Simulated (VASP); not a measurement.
Wanted: the native input for a VASP 6.6.1 run.

```yaml
Task: single point
Functional: LDA
Potentials_or_basis: VASP PAW LDA potentials, release 64 (Ta_pv)
Cutoff: 520 eV
k_mesh: 10 × 10 × 10
Occupations: fermi-dirac, width 0.1 eV
Spin: no spin polarisation
Dipole_correction: no
Further_INCAR_settings: ALGO = Normal; EDIFF = 1e-06; NBANDS = 18
```

The structure of Ta lies in POSCAR:

```
Ta
1.0
    0.0000000000      2.9268597590      2.9268597590
    2.9268597590      0.0000000000      2.9268597590
    2.9268597590      2.9268597590      0.0000000000
Ta
2
Direct
    0.1250000000      0.1250000000      0.1250000000
    0.8750000000      0.8750000000      0.8750000000
```

This isn't the form of Ta at room conditions, which is bcc.

One way to write it, as run:

INCAR

```
SYSTEM = Ta
PREC = Accurate ; ENCUT = 520
EDIFF = 1E-6 ; ISMEAR = -1
SIGMA = 0.1 ; LREAL = .False.
LASPH = .True. ; NELM = 80
ALGO = Normal ; ISIF = 2
LWAVE = .False. ; LCHARG = .True.
LELF = .True. ; LVHAR = .True.
NBANDS = 18
```

KPOINTS

```
Automatic mesh
0
Gamma
  10 10 10
  0 0 0
```

Potentials or basis: VASP PAW LDA potentials, release 64 (Ta_pv).

Launch:

```console
$ cat potpaw_LDA.64/Ta_pv/POTCAR > POTCAR
$ mpirun -np 1 vasp_std > vasp.out
```

Results of the run:

```json
{"Pressure": "3.8 GPa", "Band gap on the k mesh": "zero (bands 11 and 12 overlap by 0.93 eV)"}
```

Caveat: the cell stands under pressure; spin-orbit coupling is left out, which moves the levels of the heavy elements.

Wall time 26 s on 1 thread of Intel Xeon 8259CL (shared host), peak memory 0.17 GiB.
